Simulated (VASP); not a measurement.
Runs of VASP 6.6.1 on KI. The structure is that of space group Fm-3m (No. 225), or close to it. The cells are those of the table. 

| task | level | cell | k mesh | smearing | gap on the mesh (eV) | pressure (GPa) |
| --- | --- | --- | --- | --- | --- | --- |
| single point | PBEsol | a = 5.139 Å, angles 60.0°, 2 atoms | 6 × 6 × 6 | gaussian 0.02 eV | (c) | -1.0 |
| single point | PBE | a = 5.212 Å, angles 60.0°, 2 atoms | 6 × 6 × 6 | gaussian 0.02 eV | (b) | (a) |
| single point | PBE | a = 4.796 Å, angles 60.0°, 2 atoms | 6 × 6 × 6 | tetrahedron | 4.27 | 2.8 |
| single point | PBEsol | a = 5.160 Å, angles 60.0°, 2 atoms | 6 × 6 × 6 | gaussian 0.02 eV | 3.63 | -1.1 |

Alike in all rows: potentials or basis VASP PAW PBE potentials, release 64 (K_sv, I); no spin polarisation; cutoff (eV) 520.

Task: Fill in the values left out.

Result: (a) -0.7; (b) 3.69; (c) 3.65.

Caveats: spin-orbit coupling is left out, which moves the levels of the heavy elements; the PAW data sets were made with another functional, which shifts forces and pressure a little (some runs).

A k mesh can miss the band edges, and the runs leave out spin-orbit coupling on I.
